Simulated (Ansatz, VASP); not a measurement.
# Rh in VASP and in Ansatz

```
Rh
1.0
     0.00000    2.71627    2.71627
     2.71627    0.00000    2.71627
     2.71627    2.71627    0.00000
Rh
2
Direct
  0.00000 0.00000 0.00000
  0.25000 0.25000 0.25000
```

Alike in both runs: functional PBEsol; k mesh 18 × 18 × 18; occupations gaussian, width 0.1 eV; no spin polarisation.

Ansatz relaxed the structure, and its values are those at the end. VASP's run is a single point on that final structure, the one shown.

|  | VASP | Ansatz |
| --- | --- | --- |
| version | VASP 6.6.1 | Ansatz 0.2.0 |
| potentials or method | VASP PAW PBE potentials, release 64 (Rh_pv), cutoff 500 eV | scalar-relativistic, plane waves, PAW |
| valence electrons in the cell | 30 | 34 |

|  | VASP | Ansatz | Ansatz less VASP |
| --- | --- | --- | --- |
| gap on the k mesh at the Fermi level (eV) | none | none | - |
| pressure (GPa) | 0.1 | 0.0 | -0.10 |

VASP's potentials were made for PBE, not for PBEsol. A gap of «none» marks a metal or a gap that the smearing closes. With one functional, cell and mesh, what is left measures potentials, basis and numerics. VASP's potentials hold 30 valence electrons a cell and Ansatz's 34, so a difference there can come from the potentials and not from the codes.
